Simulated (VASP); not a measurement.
# InBiO: single point with PBE

InBiO:

```xyz
6
Lattice="3.6248 0.0000 0.0000 -1.8124 3.1392 0.0000 0.0000 0.0000 12.0865" Properties=species:S:1:pos:R:3 pbc="T T T"
In    1.8124    1.0464    3.0216
In    0.0000    2.0928    9.0649
Bi    0.0000    0.0000    0.0000
Bi    0.0000    0.0000    6.0433
O     1.8124    1.0464    9.0649
O     0.0000    2.0928    3.0216
```

```yaml
Program: VASP 6.6.1
Task: single point
Functional: PBE
Potentials_or_basis: VASP PAW PBE potentials, release 64 (In_d, Bi_d, O)
Cutoff: 520 eV
k_mesh: 12 × 12 × 4
Occupations: gaussian, width 0.1 eV
Spin: no spin polarisation
```

```yaml
Pressure: 0.1 GPa
Band_gap_on_the_k_mesh: zero (band 34 reaches 8.24 eV, above the bottom of band 35 at 6.16 eV)
```

Stress tensor (GPa, compression positive):
```
 0.24  0.00  0.00
 0.00  0.24  0.00
 0.00  0.00 -0.09
```

Levels at points of the mesh, in eV from the Fermi level:
```
           k point  band 32  band 33  band 34  band 35  band 36  band 37
(0.00, 0.00, 0.00)    -2.50    -0.95     1.32     3.61     3.90     3.90
(0.50, 0.00, 0.00)    -2.71    -0.44    -0.28     0.70     1.75     1.77
(0.00, 0.00, 0.50)    -3.24     0.08     0.08     3.96     3.96     3.96
(0.50, 0.00, 0.50)    -2.89    -0.53    -0.53     1.20     1.20     1.79
```

It took 4.7 min on 1 thread of Oxide Virtual Turin-like Processor, on a shared host, peak memory 0.4 GiB.

Caveat: spin-orbit coupling is left out, which moves the levels of the heavy elements.
